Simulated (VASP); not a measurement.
ZrS2: vibrations by perturbation theory with PBEsol

ZrS2:

```xyz
3
Lattice="3.5467 0.0000 0.0000 -1.7733 3.0715 0.0000 0.0000 0.0000 5.4397" Properties=species:S:1:pos:R:3 pbc="T T T"
Zr    0.0000    0.0000    0.0000
S     0.0000    2.0477    1.4736
S     1.7733    1.0238    3.9661
```

- Program: VASP 6.6.1
- Task: vibrations by perturbation theory
- Functional: PBEsol
- Potentials or basis: VASP PAW PBE potentials, release 64 (Zr_sv, S)
- Cutoff: 500 eV
- k mesh: 12 × 12 × 8
- Occupations: gaussian, width 0.01 eV
- Spin: no spin polarisation
- Dipole correction: no
- Further INCAR settings: ALGO = Normal; EDIFF = 1e-08; IBRION = 8; NSW = 1

* Highest phonon frequency at Γ, LO-TO splitting left out: 341 cm⁻¹

Phonon frequencies in cm⁻¹ (negative: imaginary):
```csv
q point,frequencies
"(0.000, 0.000, 0.000)",-1 -1 0 177 177 260 260 341 341
```

Run time: 58 min on 1 thread of Oxide Virtual Turin-like Processor, on a shared host, peak memory 1.1 GiB.

Caveat: the cell stands under pressure or tension, which shifts response properties.
